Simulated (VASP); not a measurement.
Set up this calculation in VASP 6.6.1, as the native input.

```yaml
Task: single point
Functional: r2SCAN
Potentials_or_basis: VASP PAW PBE potentials, release 64 (Ta_pv)
Cutoff: 520 eV
k_mesh: 8 × 8 × 8
Occupations: gaussian, width 0.1 eV
Spin: no spin polarisation
Dipole_correction: no
Further_INCAR_settings: ALGO = Normal; EDIFF = 1e-06; NBANDS = 12
```

Ta:

```
CELL_PARAMETERS angstrom
-1.65128 -1.65128 -1.65128
1.65128 1.65128 -1.65128
1.65128 -1.65128 1.65128
ATOMIC_POSITIONS crystal
Ta 0.00000 0.00000 0.00000
```

One way to write it, as run:

POSCAR

```
Ta
1.0
   -1.6512800000     -1.6512800000     -1.6512800000
    1.6512800000      1.6512800000     -1.6512800000
    1.6512800000     -1.6512800000      1.6512800000
Ta
1
Direct
    0.0000000000      0.0000000000      0.0000000000
```

INCAR.step1

```
PREC = Accurate
ENCUT = 520
ISMEAR = 0
SIGMA = 0.1
LREAL = F
LASPH = T
NELM = 100
NBANDS = 12
GGA = PE
ALGO = Normal
EDIFF = 1E-4
LWAVE = T
LCHARG = F
```

INCAR.step2

```
PREC = Accurate
ENCUT = 520
EDIFF = 1E-6
ISMEAR = 0
SIGMA = 0.1
LREAL = F
LASPH = T
NELM = 100
ALGO = Normal
ISIF = 2
LWAVE = F
LCHARG = F
METAGGA = R2SCAN
LMIXTAU = T
NBANDS = 12
ISTART = 1
```

KPOINTS

```
regular mesh
0
Gamma
  8 8 8
```

Potentials or basis: VASP PAW PBE potentials, release 64 (Ta_pv).

Run with:

```console
$ cat potpaw_PBE.64/Ta_pv/POTCAR > POTCAR
$ cp INCAR.step1 INCAR
$ mpirun -np 1 vasp_std > vasp.out
$ cp INCAR.step2 INCAR
$ mpirun -np 1 vasp_std > vasp.out
```

It gave:

```json
{"Pressure": "-1.4 GPa"}
```

Caveat: the PAW data sets were made with another functional, which shifts forces and pressure a little.

Run time: 12 s on 1 thread of Intel(R) Xeon(R) 6975P-C (Granite Rapids), on a shared host, peak memory 0.14 GiB.
